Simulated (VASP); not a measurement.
# Al (P6_3/mmc) in VASP: a series of runs

The runs below take Al through single point, with r2SCAN.

Everything below comes from runs of VASP 6.6.1. Logs are shortened: lines on timing, memory, paths and dates and some standing lists are left out, and cuts for length are marked.

### Step 1. The cell of the first run

The structure is hexagonal, space group P6_3/mmc (No. 194). Conventional cell: a = 2.668 Å, b = 2.668 Å, c = 4.455 Å, α = 90.00°, β = 90.00°, γ = 120.00°. Within 3.5 Å of Al (site symmetry -6m2) lie 12 Al at 2.67 to 2.71 Å.

This isn't the form of Al at room conditions, which is fcc.

### Step 2. Single point, r2SCAN (strain -0.050 along x and y, -0.050 along z)

POSCAR reads:

```
Al
1.0
    2.6676820717      0.0000000000      0.0000000000
   -1.3338410358      2.3102804434      0.0000000000
    0.0000000000      0.0000000000      4.4546265899
Al
2
Direct
    0.6666666667      0.3333333333      0.7500000000
    0.3333333333      0.6666666667      0.2500000000
```

INCAR.step1 reads:

```
SYSTEM = Al
ALGO = Normal
EDIFF = 1E-4
ENCUT = 520
GGA = PE
ISMEAR = 0
LASPH = .TRUE.
LCHARG = .FALSE.
LREAL = .FALSE.
LWAVE = .TRUE.
NBANDS = 10
NELM = 100
PREC = Accurate
SIGMA = 0.15
```

INCAR.step2 reads:

```
SYSTEM = Al
ALGO = Normal
EDIFF = 1E-6
ENCUT = 520
ISIF = 2
ISMEAR = 0
ISTART = 1
LASPH = .TRUE.
LCHARG = .FALSE.
LMIXTAU = .TRUE.
LREAL = .FALSE.
LWAVE = .FALSE.
METAGGA = R2SCAN
NBANDS = 10
NELM = 100
PREC = Accurate
SIGMA = 0.15
```

KPOINTS reads:

```
k-points
0
G
  24 24 14
  0 0 0
```

Potentials or basis: VASP PAW PBE potentials, release 64 (Al).

On the command line:

```console
cat potpaw_PBE.64/Al/POTCAR > POTCAR
cp INCAR.step1 INCAR
mpirun -np 1 vasp_std > vasp.out
cp INCAR.step2 INCAR
mpirun -np 1 vasp_std > vasp.out
```

OUTCAR:

```text
SYSTEM = Al
   EDIFF = 1E-6
   ENCUT = 520
   ISIF = 2
   ISMEAR = 0
   ISTART = 1
   LASPH = .TRUE.
   LREAL = .FALSE.
   METAGGA = R2SCAN
   NELM = 100
   PREC = Accurate

 ion  position               nearest neighbor table
   1  0.667  0.333  0.750-   2 2.71   2 2.71   2 2.71   2 2.71   2 2.71   2 2.71
   2  0.333  0.667  0.250-   1 2.71   1 2.71   1 2.71   1 2.71   1 2.71   1 2.71

  LATTYP: Found a hexagonal cell.
 ALAT       =     2.6676820717
 C/A-ratio  =     1.6698491313

  Lattice vectors:

 A1 = (   2.6676820717,   0.0000000000,   0.0000000000)
 A2 = (  -1.3338410358,   2.3102804434,   0.0000000000)
 A3 = (   0.0000000000,   0.0000000000,   4.4546265899)

Analysis of symmetry for initial positions (statically):
=====================================================================
 Subroutine PRICEL returns:
 Original cell was already a primitive cell.

 Routine SETGRP: Setting up the symmetry group for a
 hexagonal supercell.

 Subroutine GETGRP returns: Found 24 space group operations
 (whereof 12 operations were pure point group operations)
 out of a pool of 24 trial point group operations.

The static configuration has the point symmetry D_3d.
 The point group associated with its full space group is D_6h.

Analysis of symmetry for dynamics (positions and initial velocities):
=====================================================================
 Subroutine PRICEL returns:
 Original cell was already a primitive cell.

 Routine SETGRP: Setting up the symmetry group for a
 hexagonal supercell.

 Subroutine GETGRP returns: Found 24 space group operations
 (whereof 12 operations were pure point group operations)
 out of a pool of 24 trial point group operations.

The dynamic configuration has the point symmetry D_3d.
 The point group associated with its full space group is D_6h.

 Subroutine INISYM returns: Found 24 space group operations
 (whereof 12 operations are pure point group operations),
 and found     1 'primitive' translations

----------------------------------------------------------------------------------------

                                     Primitive cell

  volume of cell :      27.4543

  direct lattice vectors                    reciprocal lattice vectors
     2.667682072  0.000000000  0.000000000     0.374857263  0.216423942  0.000000000
    -1.333841036  2.310280443  0.000000000     0.000000000  0.432847883  0.000000000
     0.000000000  0.000000000  4.454626590     0.000000000  0.000000000  0.224485707

  length of vectors
     2.667682072  2.667682072  4.454626590     0.432847883  0.432847883  0.224485707

  position of ions in fractional coordinates (direct lattice)
     0.666666667  0.333333333  0.750000000
     0.333333333  0.666666667  0.250000000

  ion indices of the primitive-cell ions
   primitive index   ion index
                 1           1
                 2           2

----------------------------------------------------------------------------------------

 KPOINTS: k-points

Automatic generation of k-mesh.
 Grid dimensions read from file:
 generate k-points for:   24   24   14

 Generating k-lattice:

  Cartesian coordinates                     Fractional coordinates (reciprocal lattice)
     0.015619053  0.009017664  0.000000000     0.041666667  0.000000000  0.000000000
     0.000000000  0.018035328  0.000000000     0.000000000  0.041666667  0.000000000
     0.000000000  0.000000000  0.016034693     0.000000000  0.000000000  0.071428571

  Length of vectors
     0.018035328  0.018035328  0.016034693

  Shift w.r.t. Gamma in fractional coordinates (k-lattice)
     0.000000000  0.000000000  0.000000000

 Subroutine IBZKPT returns following result:
 ===========================================

 Found    488 irreducible k-points:

 Following reciprocal coordinates:
            Coordinates               Weight
  0.000000  0.000000  0.000000      1.000000
  0.041667  0.000000  0.000000      6.000000
  0.083333  0.000000  0.000000      6.000000
  0.125000  0.000000  0.000000      6.000000
  0.166667 -0.000000  0.000000      6.000000
  0.208333  0.000000  0.000000      6.000000
[... 16 lines left out ...]
  0.416667  0.041667  0.000000     12.000000
  0.458333  0.041667  0.000000     12.000000
 [... further k-points ...]
   k-points           NKPTS =    488   k-points in BZ     NKDIM =    488   number of bands    NBANDS=     10
   number of dos      NEDOS =    301   number of ions     NIONS =      2
   total plane-waves  NPLWV =  14400
   dimension x,y,z NGX =    20 NGY =   20 NGZ =   36
   dimension x,y,z NGXF=    40 NGYF=   40 NGZF=   72
   ions per type =               2
   NGX,Y,Z   is equivalent  to a cutoff of  12.46, 12.46, 13.44 a.u.
   NGXF,Y,Z  is equivalent  to a cutoff of  24.93, 24.93, 26.87 a.u.
 SYSTEM =  Al
   PREC   = accura    normal or accurate (medium, high low for compatibility)
   ISTART =      1    job   : 0-new  1-cont  2-samecut
   ICHARG =      0    charge: 1-file 2-atom 10-const
   ISPIN  =      1    spin polarized calculation?
   LNONCOLLINEAR =      F non collinear calculations
   LSORBIT =      F    spin-orbit coupling
   LASPH  =      T    aspherical Exc in radial PAW
   ENCUT  =  520.0 eV  38.22 Ry    6.18 a.u.   4.96  4.96  8.28*2*pi/ulx,y,z
   NELM   =    100;   NELMIN=  2; NELMDL=  0     # of ELM steps
   EDIFF  = 0.1E-05   stopping-criterion for ELM
   LREAL  =      F    real-space projection
   EDIFFG = 0.1E-04   stopping-criterion for IOM
   NSW    =      0    number of steps for IOM
   IBRION =     -1    ionic relax: 0-MD 1-quasi-New 2-CG
   NFREE  =      0    steps in history (QN), initial steepest desc. (CG)
   ISIF   =      2    stress and relaxation
   ISYM   =      2    0-nonsym 1-usesym 2-fastsym
   POTIM  = 0.5000    time-step for ionic-motion
   TEBEG  =    0.0;   TEEND  =   0.0 temperature during run
   PSTRESS=    0.0 pullay stress
   NELECT =       6.0000    total number of electrons
   NUPDOWN=      -1.0000    fix difference up-down
   EMIN   =  10.00;   EMAX   =-10.00  energy-range for DOS
   EFERMI =   0.00;   METHOD = LEGACY
   ISMEAR =     0;   SIGMA  =   0.15  broadening in eV -4-tet -1-fermi 0-gaus
   EFERMI_NEDOS =   21; number of points for ismear=-14 and -15
   IALGO  =     38    algorithm
   IMIX   =      4    mixing-type and parameters
     AMIX     =   0.40;   BMIX     =  1.00
     AMIX_MAG =   1.60;   BMIX_MAG =  1.00
  volume/ion in A,a.u.               =      13.73        92.64
  Fermi-wavevector in a.u.,A,eV,Ry     =   0.986102  1.863463 13.230269  0.972397
  Thomas-Fermi vector in A             =   2.117458
   LORBIT       =      0    0 simple, 1 ext, 2 COOP (PROOUT), +10 PAW based schemes
   METAGGA = R2SCAN    functional components
   LHFCALC =     F    Hartree Fock is set to
   AEXX    =    0.0000 exact exchange contribution
   IVDW    =     0    specifies the selected vdW correction
   LEPSILON=     F    determine dielectric tensor
   LRPA    =     F    only Hartree local field effects (RPA)
 non-spin polarized calculation
 Gauss-broadening in eV      SIGMA  =   0.15
  energy-cutoff  :      520.00
  volume of cell :       27.45
 maximum number of plane-waves:       762
 NGX is ok and might be reduce to    20
   NGX =  9   NGY =  9   NGZ = 17

 number of electron       6.0000000 magnetization

 Free energy of the ion-electron system (eV)
  ---------------------------------------------------
  ext. energy  EPLUGINS =         0.00000000
  ---------------------------------------------------
  free energy    TOTEN  =       -13.17660400 eV

  energy without entropy =      -13.16848937  energy(sigma->0) =      -13.17254669

 E-fermi :  10.0788     XC(G=0): -11.6103

 val. band max:       10.0778873534   @ k =   0.2500   0.0833   0.2143
 cond. band min:      10.0789114669   @ k =   0.1667  -0.0000   0.2857
 fundamental gap:      0.0010241136
 Fermi energy:        10.0788258702

 k-point     1 :       0.0000    0.0000    0.0000
  band No.  band energies     occupation
      1      -3.1390      2.00000
      2       4.1391      2.00000
      3       4.9585      2.00000
      4      23.1118      0.00000
      5      23.1118      0.00000
      6      23.4563      0.00000
      7      23.4564      0.00000
      8      23.4989      0.00000
      9      27.1873      0.00000
     10      27.4203      0.00000

 k-point     2 :       0.0417    0.0000    0.0000
  band No.  band energies     occupation
      1      -3.0881      2.00000
      2       4.1859      2.00000
      3       5.0067      2.00000
      4      21.7150      0.00000
      5      22.3416      0.00000
      6      23.2219      0.00000
      7      24.2579      0.00000
      8      24.2799      0.00000
      9      27.2247      0.00000
     10      27.9581      0.00000

 k-point     3 :       0.0833    0.0000    0.0000
  band No.  band energies     occupation
      1      -2.9355      2.00000
      2       4.3265      2.00000
      3       5.1506      2.00000
      4      19.9121      0.00000
      5      21.4927      0.00000
      6      22.5759      0.00000
      7      24.5582      0.00000
      8      25.2535      0.00000
      9      26.5134      0.00000
     10      27.3390      0.00000

 k-point     4 :       0.1250    0.0000    0.0000
  band No.  band energies     occupation
      1      -2.6817      2.00000
      2       4.5608      2.00000
      3       5.3886      2.00000
      4      18.0657      0.00000
      5      20.7162      0.00000
      6      21.7202      0.00000
      7      24.4415      0.00000
      8      24.7202      0.00000
      9      26.0432      0.00000
     10      26.8220      0.00000
[... 222 lines left out ...]
 k-point    22 :       0.3750    0.0417    0.0000
  band No.  band energies     occupation
      1       1.4004      2.00000
      2       6.8812      2.00000
      3       8.4126      2.00000
      4       9.8106      1.98855
      5      14.1091      0.00000
      6      14.4686      0.00000
      7      17.2202      0.00000
      8      20.9299      0.00000
      9      22.8797      0.00000
     10      23.9687      0.00000

 k-point    23 :       0.4167    0.0417    0.0000
  band No.  band energies     occupation
      1       2.3706      2.00000
      2       5.7407      2.00000
      3       9.3489      2.00000
      4      10.4916      0.00010
      5      12.7939      0.00000
      6      13.4457      0.00000
      7      16.9472      0.00000
      8      20.7108      0.00000
      9      22.6850      0.00000
     10      23.8394      0.00000

 k-point    24 :       0.4583    0.0417    0.0000
  band No.  band energies     occupation
      1       3.4182      2.00000
      2       4.5695      2.00000
      3      10.3502      0.01050
      4      11.3086      0.00000
      5      11.6028      0.00000
      6      12.4871      0.00000
      7      16.8181      0.00000
      8      20.6016      0.00000
      9      22.5876      0.00000
     10      23.7739      0.00000

 [... further k-points ...]

------------------------ aborting loop because EDIFF is reached ----------------------------------------

  FORCE on cell =-STRESS in cart. coord.  units (eV):
  Direction    XX          YY          ZZ          XY          YZ          ZX
  --------------------------------------------------------------------------------------
  -------------------------------------------------------------------------------------
  Total        3.3212152      3.3212152      2.8772302      0.0000000      0.0000000      0.0000000
  in kB      193.8195250    193.8195250    167.9094420      0.0000000      0.0000000      0.0000000
  external PRESSURE =     185.1828307 kB  Pullay stress =       0.0000000 kB

 VOLUME and BASIS-vectors are now :
 -----------------------------------------------------------------------------
  energy-cutoff  :      520.00
  volume of cell :       27.45
      direct lattice vectors                 reciprocal lattice vectors
     2.667682072  0.000000000  0.000000000     0.374857263  0.216423942  0.000000000
    -1.333841036  2.310280443  0.000000000     0.000000000  0.432847883  0.000000000
     0.000000000  0.000000000  4.454626590     0.000000000  0.000000000  0.224485707

 POSITION                                       TOTAL-FORCE (eV/Angst)
 -----------------------------------------------------------------------------------
      1.33384      0.77009      3.34097         0.000000     -0.000000      0.000000
     -0.00000      1.54019      1.11366        -0.000000      0.000000      0.000000
 -----------------------------------------------------------------------------------
    total drift:                                0.000000     -0.000000     -0.000000

  FREE ENERGIE OF THE ION-ELECTRON SYSTEM (eV)
  ---------------------------------------------------
  free  energy   TOTEN  =       -13.1766040002 eV

  energy  without entropy=      -13.1684893741  energy(sigma->0) =      -13.17254669
```

It took 4.1 min on 1 thread of Intel Xeon Platinum 8259CL at 2.50GHz (Skylake/Cascade Lake), shared host; peak memory 0.22 GiB.

Results:

```yaml
Free_energy: -13.1766 eV
Pressure: 18.5 GPa
Band_gap_on_the_k_mesh: zero (bands 3 and 4 overlap by 8.04 eV)
```

Stress tensor (GPa, compression positive):
```
19.38  0.00  0.00
 0.00 19.38  0.00
 0.00  0.00 16.79
```

Caveat: the cell differs from its parent crystal (strain -0.050 along x and y, -0.050 along z); the cell stands under pressure; the PAW data sets were made with another functional, which shifts forces and pressure a little.

### Step 3. Single point, r2SCAN (strain -0.050 along x and y, -0.025 along z)

Edit POSCAR of step 2 so:

```diff
@@ -4,3 +4,3 @@
    -1.3338410358      2.3102804434      0.0000000000
-    0.0000000000      0.0000000000      4.4546265899
+    0.0000000000      0.0000000000      4.5718536054
 Al
```

INCAR.step1 reads:

```
SYSTEM = Al
PREC     = Accurate       ! precision mode
ENCUT    = 520            ! plane-wave cutoff, eV
ISMEAR   = 0              ! smearing method
SIGMA    = 0.15           ! smearing width, eV
LREAL    = .False.        ! projectors in reciprocal space
LASPH    = .True.         ! aspherical terms in the spheres
NELM     = 80             ! most SCF steps
NBANDS   = 10             ! bands
GGA      = PE             ! functional
ALGO     = Normal         ! electronic algorithm
EDIFF    = 1E-4           ! SCF threshold, eV
LWAVE    = .True.         ! write WAVECAR
LCHARG   = .False.        ! write CHGCAR
```

INCAR.step2 reads:

```
SYSTEM = Al
PREC     = Accurate       ! precision mode
ENCUT    = 520            ! plane-wave cutoff, eV
EDIFF    = 1E-6           ! SCF threshold, eV
ISMEAR   = 0              ! smearing method
SIGMA    = 0.15           ! smearing width, eV
LREAL    = .False.        ! projectors in reciprocal space
LASPH    = .True.         ! aspherical terms in the spheres
NELM     = 80             ! most SCF steps
ALGO     = Normal         ! electronic algorithm
ISIF     = 2              ! what is computed and relaxed
LWAVE    = .False.        ! write WAVECAR
LCHARG   = .False.        ! write CHGCAR
METAGGA  = R2SCAN         ! meta-GGA
LMIXTAU  = .True.       
NBANDS   = 10             ! bands
ISTART   = 1
```

KPOINTS reads:

```
Automatic mesh
0
Gamma
  24 24 14
  0 0 0
```

Potentials or basis: VASP PAW PBE potentials, release 64 (Al).

On the command line:

```console
cat potpaw_PBE.64/Al/POTCAR > POTCAR
cp INCAR.step1 INCAR
mpirun -np 1 vasp_std > vasp.out
cp INCAR.step2 INCAR
mpirun -np 1 vasp_std > vasp.out
```

Wall time 4.4 min (1 thread of Intel Xeon Platinum 8259CL at 2.50GHz (Skylake/Cascade Lake), shared host); peak memory 0.23 GiB.

The run converged. Its results:

- Free energy: -13.2377 eV
- Pressure: 14.9 GPa
- Band gap on the k mesh: zero (bands 3 and 4 overlap by 7.69 eV)

Stress tensor (GPa, compression positive):
```
17.15  0.00  0.00
 0.00 17.15  0.00
 0.00  0.00 10.29
```

Levels at points of the mesh, in eV from the Fermi level:
| k point | band 1 | band 2 | band 3 | band 4 | band 5 | band 6 | band 7 | band 8 |
| --- | --- | --- | --- | --- | --- | --- | --- | --- |
| (0.00, 0.00, 0.00) | -13.01 | -5.98 | -5.41 | 12.79 | 13.26 | 13.26 | 13.63 | 13.63 |
| (0.50, 0.00, 0.00) | -6.03 | -5.80 | 0.59 | 1.12 | 1.14 | 2.02 | 7.55 | 9.75 |
| (0.00, 0.00, 0.50) | -11.15 | -11.15 | 2.99 | 2.99 | 14.13 | 14.13 | 14.13 | 14.13 |
| (0.50, 0.00, 0.50) | -4.70 | -4.70 | -3.41 | -3.41 | 8.15 | 8.15 | 9.09 | 9.09 |

Caveat: the cell differs from its parent crystal (strain -0.050 along x and y, -0.025 along z); the cell stands under pressure; the PAW data sets were made with another functional, which shifts forces and pressure a little.
